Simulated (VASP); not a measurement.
# Ag in VASP: further runs

Ag is run at these levels: LDA; tasks: electric field gradients.

Everything below comes from runs of VASP 6.6.1. Logs are shortened: lines on timing, memory, paths and dates and some standing lists are left out, and cuts for length are marked.

### 1 The cell of the first run

Symmetry: I4/mmm, No. 139, tetragonal system. Conventional cell: a = 2.832 Å, b = 2.832 Å, c = 4.086 Å, α = 90.00°, β = 90.00°, γ = 90.00°. Ag (site symmetry 4/mmm) has 12 Ag at 2.83 to 2.86 Å within 3.7 Å.

### 2 Electric field gradients, LDA (equal xx and yy strain of -2 %)

INCAR

```
PREC     = Accurate       # precision mode
ENCUT    = 520            # plane-wave cutoff, eV
EDIFF    = 1E-8           # SCF threshold, eV
ISMEAR   = -1             # smearing method
SIGMA    = 0.05           # smearing width, eV
LREAL    = False          # projectors in reciprocal space
LASPH    = True           # aspherical terms in the spheres
NELM     = 100            # most SCF steps
ALGO     = Normal         # electronic algorithm
ISIF     = 2              # what is computed and relaxed
LWAVE    = False          # write WAVECAR
LCHARG   = False          # write CHGCAR
LEFG     = True         
NBANDS   = 12             # bands
```

KPOINTS

```
regular mesh
0
Gamma
  15 15 15
```

POSCAR

```
Ag
1.0
    0.0000000000      2.0022380000      2.0431000000
    2.0022380000      0.0000000000      2.0431000000
    2.0022380000      2.0022380000      0.0000000000
Ag
1
Direct
    0.0000000000      0.0000000000      0.0000000000
```

Potentials or basis: VASP PAW LDA potentials, release 64 (Ag).

Command:

```console
$ cat potpaw_LDA.64/Ag/POTCAR > POTCAR
$ mpirun -np 1 vasp_std > vasp.out
```

OUTCAR:

```text
PREC = Accurate
   ENCUT = 520
   EDIFF = 1E-8
   ISMEAR = -1
   LREAL = False
   LASPH = True
   NELM = 100
   ISIF = 2

 ion  position               nearest neighbor table
   1  0.000  0.000  0.000-

  LATTYP: Found a body centered tetragonal cell.
 ALAT       =     2.8315921347
 C/A-ratio  =     1.4430750636

  Lattice vectors:

 A1 = (  -2.0022380000,   0.0000000000,   2.0431000000)
 A2 = (   2.0022380000,   0.0000000000,   2.0431000000)
 A3 = (   0.0000000000,   2.0022380000,  -2.0431000000)

Analysis of symmetry for initial positions (statically):
=====================================================================
 Subroutine PRICEL returns:
 Original cell was already a primitive cell.

 Routine SETGRP: Setting up the symmetry group for a
 body centered tetragonal supercell.

 Subroutine GETGRP returns: Found 16 space group operations
 (whereof 16 operations were pure point group operations)
 out of a pool of 16 trial point group operations.

The static configuration has the point symmetry D_4h.

Analysis of symmetry for dynamics (positions and initial velocities):
=====================================================================
 Subroutine PRICEL returns:
 Original cell was already a primitive cell.

 Routine SETGRP: Setting up the symmetry group for a
 body centered tetragonal supercell.

 Subroutine GETGRP returns: Found 16 space group operations
 (whereof 16 operations were pure point group operations)
 out of a pool of 16 trial point group operations.

The dynamic configuration has the point symmetry D_4h.

 Subroutine INISYM returns: Found 16 space group operations
 (whereof 16 operations are pure point group operations),
 and found     1 'primitive' translations

----------------------------------------------------------------------------------------

                                     Primitive cell

  volume of cell :      16.3814

  direct lattice vectors                    reciprocal lattice vectors
     0.000000000  2.002238000  2.043100000    -0.249720563  0.249720563  0.244726151
     2.002238000  0.000000000  2.043100000     0.249720563 -0.249720563  0.244726151
     2.002238000  2.002238000  0.000000000     0.249720563  0.249720563 -0.244726151

  length of vectors
     2.860631857  2.860631857  2.831592135     0.429664530  0.429664530  0.429664530

  position of ions in fractional coordinates (direct lattice)
     0.000000000  0.000000000  0.000000000

  ion indices of the primitive-cell ions
   primitive index   ion index
                 1           1

----------------------------------------------------------------------------------------

 KPOINTS: regular mesh

Automatic generation of k-mesh.
 Grid dimensions read from file:
 generate k-points for:   15   15   15

 Generating k-lattice:

  Cartesian coordinates                     Fractional coordinates (reciprocal lattice)
    -0.016648038  0.016648038  0.016315077     0.066666667  0.000000000  0.000000000
     0.016648038 -0.016648038  0.016315077     0.000000000  0.066666667  0.000000000
     0.016648038  0.016648038 -0.016315077     0.000000000  0.000000000  0.066666667

  Length of vectors
     0.028644302  0.028644302  0.028644302

  Shift w.r.t. Gamma in fractional coordinates (k-lattice)
     0.000000000  0.000000000  0.000000000

 Subroutine IBZKPT returns following result:
 ===========================================

 Found    288 irreducible k-points:

 Following reciprocal coordinates:
            Coordinates               Weight
  0.000000  0.000000  0.000000      1.000000
  0.066667  0.000000  0.000000      8.000000
  0.133333  0.000000  0.000000      8.000000
  0.200000  0.000000  0.000000      8.000000
  0.266667  0.000000  0.000000      8.000000
  0.333333  0.000000  0.000000      8.000000
[... 16 lines left out ...]
  0.133333  0.133333  0.000000      2.000000
  0.200000  0.133333  0.000000      8.000000
 [... further k-points ...]
   k-points           NKPTS =    288   k-points in BZ     NKDIM =    288   number of bands    NBANDS=     12
   number of dos      NEDOS =    301   number of ions     NIONS =      1
   total plane-waves  NPLWV =  13824
   dimension x,y,z NGX =    24 NGY =   24 NGZ =   24
   dimension x,y,z NGXF=    48 NGYF=   48 NGZF=   48
   ions per type =               1
   NGX,Y,Z   is equivalent  to a cutoff of  13.95, 13.95, 14.09 a.u.
   NGXF,Y,Z  is equivalent  to a cutoff of  27.90, 27.90, 28.18 a.u.
 SYSTEM =  unknown system
   PREC   = accura    normal or accurate (medium, high low for compatibility)
   ISTART =      0    job   : 0-new  1-cont  2-samecut
   ICHARG =      2    charge: 1-file 2-atom 10-const
   ISPIN  =      1    spin polarized calculation?
   LNONCOLLINEAR =      F non collinear calculations
   LSORBIT =      F    spin-orbit coupling
   LASPH  =      T    aspherical Exc in radial PAW
   ENCUT  =  520.0 eV  38.22 Ry    6.18 a.u.   5.32  5.32  5.26*2*pi/ulx,y,z
   NELM   =    100;   NELMIN=  2; NELMDL= -5     # of ELM steps
   EDIFF  = 0.1E-07   stopping-criterion for ELM
   LREAL  =      F    real-space projection
   EDIFFG = 0.1E-06   stopping-criterion for IOM
   NSW    =      0    number of steps for IOM
   IBRION =     -1    ionic relax: 0-MD 1-quasi-New 2-CG
   NFREE  =      0    steps in history (QN), initial steepest desc. (CG)
   ISIF   =      2    stress and relaxation
   ISYM   =      2    0-nonsym 1-usesym 2-fastsym
   POTIM  = 0.5000    time-step for ionic-motion
   TEBEG  =    0.0;   TEEND  =   0.0 temperature during run
   PSTRESS=    0.0 pullay stress
   NELECT =      11.0000    total number of electrons
   NUPDOWN=      -1.0000    fix difference up-down
   EMIN   =  10.00;   EMAX   =-10.00  energy-range for DOS
   EFERMI =   0.00;   METHOD = LEGACY
   ISMEAR =    -1;   SIGMA  =   0.05  broadening in eV -4-tet -1-fermi 0-gaus
   EFERMI_NEDOS =   21; number of points for ismear=-14 and -15
   IALGO  =     38    algorithm
   IMIX   =      4    mixing-type and parameters
     AMIX     =   0.40;   BMIX     =  1.00
     AMIX_MAG =   1.60;   BMIX_MAG =  1.00
  volume/ion in A,a.u.               =      16.38       110.55
  Fermi-wavevector in a.u.,A,eV,Ry     =   1.433580  2.709074 27.962051  2.055153
  Thomas-Fermi vector in A             =   2.553083
   LORBIT       =      0    0 simple, 1 ext, 2 COOP (PROOUT), +10 PAW based schemes
   GGA     = CA    functional components
   LHFCALC =     F    Hartree Fock is set to
   AEXX    =    0.0000 exact exchange contribution
   IVDW    =     0    specifies the selected vdW correction
   LEPSILON=     F    determine dielectric tensor
   LRPA    =     F    only Hartree local field effects (RPA)
 non-spin polarized calculation
  energy-cutoff  :      520.00
  volume of cell :       16.38
 maximum number of plane-waves:       452
 NGX is ok and might be reduce to    24
   NGX = 11   NGY = 11   NGZ = 11

 number of electron      11.0000002 magnetization

 Free energy of the ion-electron system (eV)
  ---------------------------------------------------
  ext. energy  EPLUGINS =         0.00000000
  ---------------------------------------------------
  free energy    TOTEN  =        -3.77726529 eV

  energy without entropy =       -3.77407701  energy(sigma->0) =       -3.77567115

 E-fermi :   8.8711     XC(G=0): -12.8209

 val. band max:        8.8594035123   @ k =  -0.4000  -0.0000   0.1333
 cond. band min:       8.8879704818   @ k =  -0.4667   0.2667   0.2000
 fundamental gap:      0.0285669695
 Fermi energy:         8.8710687051

 k-point     1 :       0.0000    0.0000    0.0000
  band No.  band energies     occupation
      1       0.5953      2.00000
      2       3.7028      2.00000
      3       3.8433      2.00000
      4       3.8433      2.00000
      5       4.8523      2.00000
      6       4.9978      2.00000
      7      24.8281      0.00000
      8      28.3722      0.00000
      9      28.6616      0.00000
     10      28.6616      0.00000
     11      33.6834      0.00000
     12      34.8559      0.00000

 k-point     2 :       0.0667    0.0000    0.0000
  band No.  band energies     occupation
      1       0.7388      2.00000
      2       3.7116      2.00000
      3       3.8407      2.00000
      4       3.8844      2.00000
      5       4.8390      2.00000
      6       4.9789      2.00000
      7      24.8736      0.00000
      8      27.4439      0.00000
      9      28.5562      0.00000
     10      28.7387      0.00000
     11      33.6666      0.00000
     12      34.6911      0.00000
[... 316 lines left out ...]
 k-point    24 :       0.2000    0.1333    0.0000
  band No.  band energies     occupation
      1       1.7443      2.00000
      2       3.3048      2.00000
      3       4.1897      2.00000
      4       4.2652      2.00000
      5       4.6065      2.00000
      6       5.1830      2.00000
      7      24.1947      0.00000
      8      25.6840      0.00000
      9      26.2350      0.00000
     10      27.5361      0.00000
     11      31.1079      0.00000
     12      34.4965      0.00000

 [... further k-points ...]
[... 5 lines left out ...]
  --------------------------------------------------------------------------------------
  -------------------------------------------------------------------------------------
  Total       -0.2758345     -0.2758345     -0.3393319      0.0000000      0.0000000      0.0000000
  in kB      -26.9779037    -26.9779037    -33.1882404      0.0000000      0.0000000      0.0000000
  external PRESSURE =     -29.0480159 kB  Pullay stress =       0.0000000 kB

 VOLUME and BASIS-vectors are now :
 -----------------------------------------------------------------------------
  energy-cutoff  :      520.00
  volume of cell :       16.38
      direct lattice vectors                 reciprocal lattice vectors
     0.000000000  2.002238000  2.043100000    -0.249720563  0.249720563  0.244726151
     2.002238000  0.000000000  2.043100000     0.249720563 -0.249720563  0.244726151
     2.002238000  2.002238000  0.000000000     0.249720563  0.249720563 -0.244726151

 POSITION                                       TOTAL-FORCE (eV/Angst)
 -----------------------------------------------------------------------------------
      0.00000      0.00000      0.00000        -0.000000      0.000000      0.000000
 -----------------------------------------------------------------------------------
    total drift:                               -0.000000      0.000000     -0.000000

  FREE ENERGIE OF THE ION-ELECTRON SYSTEM (eV)
  ---------------------------------------------------
  free  energy   TOTEN  =        -3.7772652861 eV

  energy  without entropy=       -3.7740770073  energy(sigma->0) =       -3.77567115

 Electric field gradients (V/A^2)
---------------------------------------------------------------------
 ion       V_xx      V_yy      V_zz      V_xy      V_xz      V_yz
---------------------------------------------------------------------
   1      -0.346    -0.346     0.691     0.000     0.000     0.000
---------------------------------------------------------------------

 Electric field gradients after diagonalization (V/A^2)
 (convention: |V_zz| > |V_xx| > |V_yy|)
----------------------------------------------------------------------
 ion       V_xx      V_yy      V_zz     asymmetry (V_yy - V_xx)/ V_zz
----------------------------------------------------------------------
   1      -0.346    -0.345     0.691       0.001
----------------------------------------------------------------------

           NMR quadrupolar parameters

 Cq : quadrupolar parameter    Cq=e*Q*V_zz/h
 eta: asymmetry parameters     (V_yy - V_xx)/ V_zz
 Q  : nuclear electric quadrupole moment in mb (millibarn)
----------------------------------------------------------------------
 ion       Cq(MHz)       eta       Q (mb)
----------------------------------------------------------------------
   1       0.002       0.001       1.000
----------------------------------------------------------------------
```

Run time: 54 s. Hardware: 1 thread of Intel Xeon 8259CL, shared host; peak memory 0.17 GiB.

What came out:

* Free energy: -3.7773 eV
* Pressure: -2.9 GPa

Levels at points of the mesh, in eV from the Fermi level:
```
           k point  band 2  band 3  band 4  band 5  band 6  band 7  band 8  band 9  band 10  band 11
(0.00, 0.00, 0.00)   -5.17   -5.03   -5.03   -4.02   -3.87   15.96   19.50   19.79    19.79    24.81
```

Electric field gradients, principal values (V/Å²):
| atom | least | middle | greatest (by size) |
| --- | --- | --- | --- |
| 1 Ag | -0.345 | -0.346 | 0.691 |

Caveat: the cell differs from its parent crystal (equal xx and yy strain of -2 %); without QUAD_EFG the Cq values of the log hold for a quadrupole moment of 1 mb, not for the nuclei.

[end of part 1 of 3]
